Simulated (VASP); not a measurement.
# MoRh (P-6m2) in VASP: single point with LDA

Aim: the single point of MoRh with LDA.

Program: VASP 6.6.1. These are calculated values, not measurements. Logs are shortened: lines on timing, memory, paths and dates and some standing lists are left out, and cuts for length are marked.

### 1 The cell of the first run

Symmetry: P-6m2, No. 187, hexagonal system. Conventional cell: a = 2.795 Å, b = 2.795 Å, c = 4.437 Å, α = 90.00°, β = 90.00°, γ = 120.00°. Within 3.6 Å of Mo (site symmetry -6m2) lie 6 Rh at 2.74 Å and 6 Mo at 2.80 Å. Within 3.6 Å of Rh (site symmetry -6m2) lie 6 Mo at 2.74 Å and 6 Rh at 2.80 Å.

### 2 Single point, LDA

File INCAR:

```
ALGO = Normal ; EDIFF = 1E-6
ENCUT = 500 ; GGA = CA
GGA_COMPAT = F ; ISIF = 2
ISMEAR = 0 ; LASPH = T
LCHARG = F ; LREAL = F
LWAVE = F ; NBANDS = 22
NELM = 120 ; PREC = Accurate
SIGMA = 0.1
```

File KPOINTS:

```
k-points
0
Gamma
  8 8 5
```

File POSCAR:

```
MoRh
1.0
    2.7954300000      0.0000000000      0.0000000000
   -1.3977200000      2.4209200000      0.0000000000
    0.0000000000      0.0000000000      4.4373700000
Mo Rh
1 1
Direct
    0.0000000000      0.0000000000      0.5000000000
    0.3333333333      0.6666666667      0.0000000000
```

Potentials or basis: VASP PAW LDA potentials, release 64 (Mo_sv, Rh_pv).

The run is started by

```bash
$ cat potpaw_LDA.64/Mo_sv/POTCAR potpaw_LDA.64/Rh_pv/POTCAR > POTCAR
$ mpirun -np 1 vasp_std > vasp.out
```

OUTCAR:

```text
EDIFF = 1E-6
   ENCUT = 500
   GGA = CA
   ISIF = 2
   ISMEAR = 0
   LASPH = T
   LREAL = F
   NELM = 120
   PREC = Accurate

 ion  position               nearest neighbor table
   1  0.000  0.000  0.500-   2 2.74   2 2.74   2 2.74   2 2.74   2 2.74   2 2.74
   2  0.333  0.667  0.000-   1 2.74   1 2.74   1 2.74   1 2.74   1 2.74   1 2.74

  LATTYP: Found a hexagonal cell.
 ALAT       =     2.7954300000
 C/A-ratio  =     1.5873658078

  Lattice vectors:

 A1 = (   2.7954300000,   0.0000000000,   0.0000000000)
 A2 = (  -1.3977200000,   2.4209200000,   0.0000000000)
 A3 = (   0.0000000000,   0.0000000000,   4.4373700000)

Analysis of symmetry for initial positions (statically):
=====================================================================
 Subroutine PRICEL returns:
 Original cell was already a primitive cell.

 Routine SETGRP: Setting up the symmetry group for a
 hexagonal supercell.

 Subroutine GETGRP returns: Found 12 space group operations
 (whereof 12 operations were pure point group operations)
 out of a pool of 24 trial point group operations.

The static configuration has the point symmetry D_3h.

Analysis of symmetry for dynamics (positions and initial velocities):
=====================================================================
 Subroutine PRICEL returns:
 Original cell was already a primitive cell.

 Routine SETGRP: Setting up the symmetry group for a
 hexagonal supercell.

 Subroutine GETGRP returns: Found 12 space group operations
 (whereof 12 operations were pure point group operations)
 out of a pool of 24 trial point group operations.

The dynamic configuration has the point symmetry D_3h.

 Subroutine INISYM returns: Found 12 space group operations
 (whereof 12 operations are pure point group operations),
 and found     1 'primitive' translations

----------------------------------------------------------------------------------------

                                     Primitive cell

  volume of cell :      30.0300

  direct lattice vectors                    reciprocal lattice vectors
     2.795430000  0.000000000  0.000000000     0.357726718  0.206533792  0.000000000
[... 78 lines left out ...]
   ISTART =      0    job   : 0-new  1-cont  2-samecut
   ICHARG =      2    charge: 1-file 2-atom 10-const
   ISPIN  =      1    spin polarized calculation?
   LNONCOLLINEAR =      F non collinear calculations
   LSORBIT =      F    spin-orbit coupling
   LASPH  =      T    aspherical Exc in radial PAW
   ENCUT  =  500.0 eV  36.75 Ry    6.06 a.u.   5.10  5.10  8.09*2*pi/ulx,y,z
   NELM   =    120;   NELMIN=  2; NELMDL= -5     # of ELM steps
   EDIFF  = 0.1E-05   stopping-criterion for ELM
   LREAL  =      F    real-space projection
   EDIFFG = 0.1E-04   stopping-criterion for IOM
   NSW    =      0    number of steps for IOM
   IBRION =     -1    ionic relax: 0-MD 1-quasi-New 2-CG
   NFREE  =      0    steps in history (QN), initial steepest desc. (CG)
   ISIF   =      2    stress and relaxation
   ISYM   =      2    0-nonsym 1-usesym 2-fastsym
   POTIM  = 0.5000    time-step for ionic-motion
   TEBEG  =    0.0;   TEEND  =   0.0 temperature during run
   PSTRESS=    0.0 pullay stress
   NELECT =      29.0000    total number of electrons
   NUPDOWN=      -1.0000    fix difference up-down
   EMIN   =  10.00;   EMAX   =-10.00  energy-range for DOS
   EFERMI =   0.00;   METHOD = LEGACY
   ISMEAR =     0;   SIGMA  =   0.10  broadening in eV -4-tet -1-fermi 0-gaus
   EFERMI_NEDOS =   21; number of points for ismear=-14 and -15
   IALGO  =     38    algorithm
   IMIX   =      4    mixing-type and parameters
     AMIX     =   0.40;   BMIX     =  1.00
     AMIX_MAG =   1.60;   BMIX_MAG =  1.00
  volume/ion in A,a.u.               =      15.01       101.33
  Fermi-wavevector in a.u.,A,eV,Ry     =   1.618164  3.057887 35.626249  2.618455
  Thomas-Fermi vector in A             =   2.712472
   LORBIT       =      0    0 simple, 1 ext, 2 COOP (PROOUT), +10 PAW based schemes
   GGA     = CA    functional components
   LHFCALC =     F    Hartree Fock is set to
   AEXX    =    0.0000 exact exchange contribution
   IVDW    =     0    specifies the selected vdW correction
   LEPSILON=     F    determine dielectric tensor
   LRPA    =     F    only Hartree local field effects (RPA)
 non-spin polarized calculation
 Gauss-broadening in eV      SIGMA  =   0.10
  energy-cutoff  :      500.00
  volume of cell :       30.03
 maximum number of plane-waves:       772
   NGX = 11   NGY = 11   NGZ = 17

 number of electron      28.9999980 magnetization

 Free energy of the ion-electron system (eV)
  ---------------------------------------------------
  ext. energy  EPLUGINS =         0.00000000
  ---------------------------------------------------
  free energy    TOTEN  =       -20.95885888 eV

  energy without entropy =      -20.94727904  energy(sigma->0) =      -20.95306896

 E-fermi :  11.5540     XC(G=0): -13.8150

 val. band max:       11.5277613302   @ k =   0.3750   0.0000   0.0000
 cond. band min:      11.5805558588   @ k =   0.1250   0.0000   0.0000
 fundamental gap:      0.0527945286
 Fermi energy:        11.5539503815

 k-point     1 :       0.0000    0.0000    0.0000
  band No.  band energies     occupation
      1     -49.0761      2.00000
      2     -34.8628      2.00000
      3     -34.4489      2.00000
      4     -34.4488      2.00000
      5     -23.3843      2.00000
      6     -22.6890      2.00000
[... 589 lines left out ...]
     21      24.6622      0.00000
     22      26.6744      0.00000

 [... further k-points ...]

------------------------ aborting loop because EDIFF is reached ----------------------------------------

  FORCE on cell =-STRESS in cart. coord.  units (eV):
  Direction    XX          YY          ZZ          XY          YZ          ZX
  --------------------------------------------------------------------------------------
  -------------------------------------------------------------------------------------
  Total       -2.9535634     -2.9535795     -3.4110157      0.0000061      0.0000000     -0.0000000
  in kB     -157.5803926   -157.5812526   -181.9866807      0.0003255      0.0000000     -0.0000000
  external PRESSURE =    -165.7161086 kB  Pullay stress =       0.0000000 kB

 VOLUME and BASIS-vectors are now :
 -----------------------------------------------------------------------------
  energy-cutoff  :      500.00
  volume of cell :       30.03
      direct lattice vectors                 reciprocal lattice vectors
     2.795430000  0.000000000  0.000000000     0.357726718  0.206533792  0.000000000
    -1.397720000  2.420920000  0.000000000     0.000000000  0.413066107  0.000000000
     0.000000000  0.000000000  4.437370000     0.000000000  0.000000000  0.225358715

 POSITION                                       TOTAL-FORCE (eV/Angst)
 -----------------------------------------------------------------------------------
      0.00000      0.00000      2.21868        -0.000000      0.000000      0.000000
     -0.00000      1.61395      0.00000         0.000000     -0.000000      0.000000
 -----------------------------------------------------------------------------------
    total drift:                               -0.000015     -0.000021     -0.000000

  FREE ENERGIE OF THE ION-ELECTRON SYSTEM (eV)
  ---------------------------------------------------
  free  energy   TOTEN  =       -20.9588588807 eV

  energy  without entropy=      -20.9472790445  energy(sigma->0) =      -20.95306896
```

OSZICAR:

```text
N       E                     dE             d eps       ncg     rms          rms(c)
DAV:   1     0.310666172688E+03    0.31067E+03   -0.17505E+04  1320   0.139E+03
DAV:   2    -0.153116572571E+02   -0.32598E+03   -0.31601E+03  1392   0.451E+02
DAV:   3    -0.222535572426E+02   -0.69419E+01   -0.68982E+01  1536   0.731E+01
DAV:   4    -0.222903976950E+02   -0.36840E-01   -0.36836E-01  1454   0.556E+00
DAV:   5    -0.222908688942E+02   -0.47120E-03   -0.47120E-03  1596   0.622E-01    0.173E+01
DAV:   6    -0.212382147263E+02    0.10527E+01   -0.38223E+00  1452   0.166E+01    0.559E+00
DAV:   7    -0.216553394601E+02   -0.41712E+00   -0.57260E+00  1536   0.136E+01    0.676E+00
DAV:   8    -0.209702930858E+02    0.68505E+00   -0.25596E+00  1518   0.998E+00    0.117E+00
DAV:   9    -0.209617488754E+02    0.85442E-02   -0.49112E-02  1470   0.158E+00    0.613E-01
DAV:  10    -0.209588947477E+02    0.28541E-02   -0.99864E-03  1548   0.638E-01    0.138E-01
DAV:  11    -0.209588569767E+02    0.37771E-04   -0.27526E-04  1428   0.160E-01    0.346E-02
DAV:  12    -0.209588593571E+02   -0.23804E-05   -0.93128E-06  1608   0.223E-02    0.891E-03
DAV:  13    -0.209588588807E+02    0.47641E-06   -0.38869E-06  1318   0.158E-02
   1 F= -.20958859E+02 E0= -.20953069E+02  d E =-.115798E-01
```

Wall time 14 s (1 thread of Intel Xeon 8259CL, shared host); peak memory 0.14 GiB.

Results:

```yaml
Free_energy: -20.9589 eV
Pressure: -16.6 GPa
Band_gap_on_the_k_mesh: zero (an odd number of electrons rules out a gap without spin polarisation)
```

Stress tensor (GPa, compression positive):
```
-15.76   0.00   0.00
  0.00 -15.76   0.00
  0.00   0.00 -18.20
```

Levels at points of the mesh, in eV from the Fermi level:
| k point | band 12 | band 13 | band 14 | band 15 | band 16 | band 17 | band 18 | band 19 |
| --- | --- | --- | --- | --- | --- | --- | --- | --- |
| (0.00, 0.00, 0.00) | -1.80 | -1.34 | -1.34 | -0.53 | -0.53 | 1.42 | 2.47 | 2.47 |
| (0.50, 0.00, 0.00) | -1.57 | -1.46 | -0.75 | 0.51 | 2.77 | 3.91 | 4.15 | 6.74 |

Caveat: the cell stands under tension.

The gap in the log of VASP goes by the Fermi energy; the results here count the filled bands.